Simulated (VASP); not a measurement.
BP, 2 atoms in the cell. It takes space group I-4m2 (No. 119, tetragonal). The conventional cell has a = 3.466 Å, b = 3.466 Å, c = 4.720 Å, α = 90.00°, β = 90.00°, γ = 90.00°. Within 2.8 Å of B (site symmetry -4m2) lie 4 P at 2.10 Å. P (site symmetry -4m2) has 4 B at 2.10 Å within 2.8 Å.  This cell differs from its parent crystal: strain +0.080 along x and y, +0.040 along z.

- Program: VASP 6.6.1
- Task: single point
- Functional: PBE
- Potentials or basis: VASP PAW PBE potentials, release 64 (B, P)
- Cutoff: 520 eV
- k mesh: 10 × 10 × 10
- Occupations: gaussian, width 0.05 eV
- Spin: no spin polarisation
- Dipole correction: no
- Further INCAR settings: ALGO = Normal; EDIFF = 1e-07; NBANDS = 11

Potentials or basis: VASP PAW PBE potentials, release 64 (B, P).

Run with:

```bash
$ cat potpaw_PBE.64/B/POTCAR potpaw_PBE.64/P/POTCAR > POTCAR
$ mpirun -np 1 vasp_std > vasp.out
```

Hardware: 1 thread of AMD EPYC 7R13, on a shared host.

Q: How long does it take, and how much memory?

A: Run time: 48 s on 1 thread of AMD EPYC 7R13 (shared host), peak memory 0.14 GiB. Counts: scf iterations 13, k points 102.
